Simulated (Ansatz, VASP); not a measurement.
This is a calculation of Ta for Ansatz 0.2.0.

File input.yaml:

```yaml
crystal:
  lattice:
    - [-1.65128, 1.65128, 1.65128]
    - [1.65128, -1.65128, 1.65128]
    - [1.65128, 1.65128, -1.65128]
  atoms:
    - { symbol: Ta, position: [0.0, 0.0, 0.0] }
kpoints:
  mp_grid: { grid: [11, 11, 11] }
scf:
  occupations: { method: gaussian, width: 0.011 }
hamiltonian:
  xc: pbe
  pseudopotentials: { kind: all_electron, lapw: { basis_error: 0.001 } }
output:
  forces: true
  stress: true
  eigenvalues: true
```

Potentials or basis: all-electron LAPW, scalar-relativistic.

The run is started by

```sh
$ ansatz run input.yaml --threads 1 --pin off --max-ram 3072MiB --backend cpu --events-out ev --progress --plain --runs-dir out
```

Set up the same calculation for VASP 6.6.1. Potentials there: VASP PAW PBE potentials, release 64 (Ta_pv).

As run (the cutoff follows the program's own potentials):

The input INCAR:

```
SYSTEM = Ta
ALGO = Normal ; EDIFF = 1E-6
ENCUT = 520 ; GGA = PE
ISIF = 2 ; ISMEAR = 0
LASPH = .True. ; LCHARG = .True.
LELF = .True. ; LREAL = .False.
LVHAR = .True. ; LWAVE = .False.
NBANDS = 12 ; NELM = 60
PREC = Accurate ; SIGMA = 0.011
```

The input KPOINTS:

```
k-points
0
Gamma
  11 11 11
  0 0 0
```

POSCAR

```
Ta
1.0
   -1.6512800000      1.6512800000      1.6512800000
    1.6512800000     -1.6512800000      1.6512800000
    1.6512800000      1.6512800000     -1.6512800000
Ta
1
Direct
    0.0000000000      0.0000000000      0.0000000000
```

Potentials or basis: VASP PAW PBE potentials, release 64 (Ta_pv).

The run is started by

```console
$ cat potpaw_PBE.64/Ta_pv/POTCAR > POTCAR
$ mpirun -np 1 vasp_std > vasp.out
```

Both were run:

|  | VASP | Ansatz | Ansatz less VASP |
| --- | --- | --- | --- |
| gap on the k mesh at the Fermi level (eV) | none | none | - |
| pressure (GPa) | 2.2 | 2.1 | -0.16 |

A gap of «none» marks a metal or a gap that the smearing closes. Ansatz ran all-electron here, and VASP with PAW potentials.

Neither program's run includes spin-orbit coupling.
